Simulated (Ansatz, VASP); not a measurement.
# SnO: VASP beside Ansatz

```
Sn O
1.0
     3.81370    0.00000    0.00000
     0.00000    3.81370    0.00000
     0.00000    0.00000    4.88691
Sn O
2 2
Cartesian
  1.9419 -0.0165 3.7618
  0.0122 1.9097 1.0991
  0.0261 0.0131 -0.0093
  1.8823 1.8902 -0.0079
```

Change from the starting cell: atoms moved at random, drawn with an rms of 0.05 Å.

Alike in both runs: task single point; functional PBE; k mesh 7 × 7 × 6; occupations fermi-dirac, width 0.05 eV; no spin polarisation.

|  | VASP | Ansatz |
| --- | --- | --- |
| version | VASP 6.6.1 | Ansatz 0.2.0 |
| potentials or method | VASP PAW PBE potentials, release 64 (Sn_d, O), cutoff 520 eV | all-electron LAPW, scalar-relativistic |

VASP gave:

| Quantity | Value |
| --- | --- |
| gap on the k mesh at the Fermi level (eV) | 0.62 |
| least direct gap on the mesh (eV) | 1.94 |
| pressure (GPa) | 6.4 |
| traceless stress, the component that is largest in VASP (GPa) | -0.20 |
| rms of the force components (eV/Å) | 0.517 |

Task: Estimate Ansatz's values.

Result: gap on the k mesh at the Fermi level (eV): 0.62; least direct gap on the mesh (eV): 1.98; pressure (GPa): 6.1; traceless stress, the component that is largest in VASP (GPa): -0.18; rms of the force components (eV/Å): 0.479.

Atom by atom the forces differ by 0.040 eV/Å (rms over components). Ansatz ran all-electron here, and VASP with PAW potentials.
